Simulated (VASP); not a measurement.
LaS, 2 atoms in the cell. It takes space group Fm-3m (No. 225, cubic). The conventional cell has a = 5.842 Å, b = 5.842 Å, c = 5.842 Å, α = 90.00°, β = 90.00°, γ = 90.00°. La (site symmetry m-3m) has 6 S at 2.92 Å within 3.8 Å. S (site symmetry m-3m) has 6 La at 2.92 Å within 3.8 Å. 

* Program: VASP 6.6.1
* Task: relaxation of cell and atoms
* Functional: r2SCAN
* Potentials or basis: VASP PAW PBE potentials, release 64 (La, S)
* Cutoff: 600 eV
* k mesh: 12 × 12 × 12
* Occupations: gaussian, width 0.1 eV
* Spin: no spin polarisation
* Dipole correction: no
* Further INCAR settings: ALGO = Normal; EDIFF = 1e-06; IBRION = 2; EDIFFG = -0.005; NSW = 100; ISIF = 3

Potentials or basis: VASP PAW PBE potentials, release 64 (La, S).

The run is started by

```sh
$ cat potpaw_PBE.64/La/POTCAR potpaw_PBE.64/S/POTCAR > POTCAR
$ cp INCAR.step1 INCAR
$ mpirun -np 1 vasp_std > vasp.out
$ cp INCAR.step2 INCAR
$ mpirun -np 1 vasp_std > vasp.out
```

Hardware: 1 thread of Intel(R) Xeon(R) 6975P-C (Granite Rapids) (shared host).

Problem. Estimate the wall time of this run.

Solution. Run time: 5.6 min on 1 thread of Intel(R) Xeon(R) 6975P-C (Granite Rapids), on a shared host, peak memory 0.28 GiB. Counts: k points 72, ion steps 3.
